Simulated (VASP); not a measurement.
Runs of VASP 6.6.1 on ZnS. The structure is that of space group Cm (No. 8), or close to it. The cells are those of the table. 

```tsv
cell	gap on the mesh (eV)	pressure (GPa)	largest force (eV/Å)
a = 7.385, b = 3.845, c = 17.906 Å, angles 83.8, 85.6, 74.9°, 16 atoms	none	-0.7	1.37
a = 7.385, b = 3.845, c = 12.462 Å, angles 81.1, 83.6, 74.9°, 16 atoms	1.74	(a)	1.18
a = 7.385, b = 3.845, c = 13.942 Å, angles 82.1, 84.3, 74.9°, 16 atoms	none	(b)	1.50
a = 7.385, b = 3.845, c = 12.955 Å, angles 81.5, 83.9, 74.9°, 16 atoms	1.13	-1.7	1.08
a = 7.385, b = 3.845, c = 14.931 Å, angles 82.6, 84.7, 74.9°, 16 atoms	none	-1.0	1.45
```

Alike in all rows: task single point; level PBE; potentials or basis VASP PAW PBE potentials, release 64 (Zn, S); no spin polarisation; k mesh 4 × 7 × 3; cutoff (eV) 520; smearing gaussian 0.05 eV.

Task: Estimate the missing entries.

Result: (a) -1.5; (b) -1.4.

Caveats: forces of over 1 eV/Å act on the atoms, so gaps and moduli don't describe the material at rest; semilocal functionals underestimate gaps, and a narrow one can read as zero (at least some runs).

A k mesh can miss the band edges.

A gap of «none» marks levels without a gap at the run's occupations.
